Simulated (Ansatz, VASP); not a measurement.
# Two plane-wave programs on Ga2SnSe4

INCAR

```
SYSTEM = Ga2SnSe4
PREC = Accurate
ENCUT = 600
EDIFF = 1E-7
ISMEAR = 0
SIGMA = 0.15
LREAL = .False.
LASPH = .True.
NELM = 100
ALGO = Normal
ISIF = 3
LWAVE = .False.
LCHARG = .False.
GGA = PE
IBRION = 2
NSW = 36
EDIFFG = -0.08
```

File KPOINTS:

```
Automatic mesh
0
Gamma
  3 3 3
  0 0 0
```

Contents of POSCAR:

```
Ga2SnSe4
1.0
   -2.8500000000      2.8500000000      5.2500000000
    2.8500000000     -2.8500000000      5.2500000000
    2.8500000000      2.8500000000     -5.2500000000
Ga Sn Se
2 1 4
Direct
    0.5000000000      0.5000000000      0.0000000000
    0.2500000000      0.7500000000      0.5000000000
    0.0000000000      0.0000000000      0.0000000000
    0.1250000000      0.1350000000      0.5300000000
    0.6050000000      0.5950000000      0.4700000000
    0.4050000000      0.8750000000      0.0100000000
    0.8650000000      0.3950000000      0.9900000000
```

Input for Ansatz:

```yaml
crystal:
  lattice:
    - [-2.85, 2.85, 5.25]
    - [2.85, -2.85, 5.25]
    - [2.85, 2.85, -5.25]
  atoms:
    - { symbol: Ga, position: [0.5, 0.5, 0.0] }
    - { symbol: Ga, position: [0.25, 0.75, 0.5] }
    - { symbol: Sn, position: [0.0, 0.0, 0.0] }
    - { symbol: Se, position: [0.125, 0.135, 0.53] }
    - { symbol: Se, position: [0.605, 0.595, 0.47] }
    - { symbol: Se, position: [0.405, 0.875, 0.01] }
    - { symbol: Se, position: [0.865, 0.395, 0.99] }
basis:
  ecutwfc: 420
kpoints:
  mp_grid: { grid: [3, 3, 3] }
hamiltonian:
  xc: pbe
scf:
  occupations: { method: gaussian, width: 0.15 }
  lower_state_search: "off"
output:
  forces: true
  stress: true
  eigenvalues: true
relax:
  adjacent_minimum: "off"
  f_tol: 0.08
  max_steps: 16
  cell: { stress_tol: 0.8 }
```

Alike in both runs: task relaxation of cell and atoms; functional PBE; k mesh 3 × 3 × 3; occupations gaussian, width 0.15 eV; no spin polarisation.

```csv
,VASP,Ansatz
version,VASP 6.6.1,Ansatz 0.2.0
potentials or method,"VASP PAW PBE potentials, release 64 (Ga_d, Sn_d, Se), cutoff 600 eV","scalar-relativistic, plane waves, PAW"
valence electrons in the cell,64,104
```

Ansatz gave:

* gap on the k mesh at the Fermi level, each at its own relaxed structure (eV): 1.46
* relaxed volume (Å³/atom): 27.25
* relaxed cell length with the largest relative difference (Å): 6.355

Problem. Which values does VASP return?

Solution. gap on the k mesh at the Fermi level, each at its own relaxed structure (eV): 1.47; relaxed volume (Å³/atom): 27.63; relaxed cell length with the largest relative difference (Å): 6.407.

VASP's potentials hold 64 valence electrons a cell and Ansatz's 104, so a difference there can come from the potentials and not from the codes.

The k mesh is coarse, so the values compare programs but aren't converged.
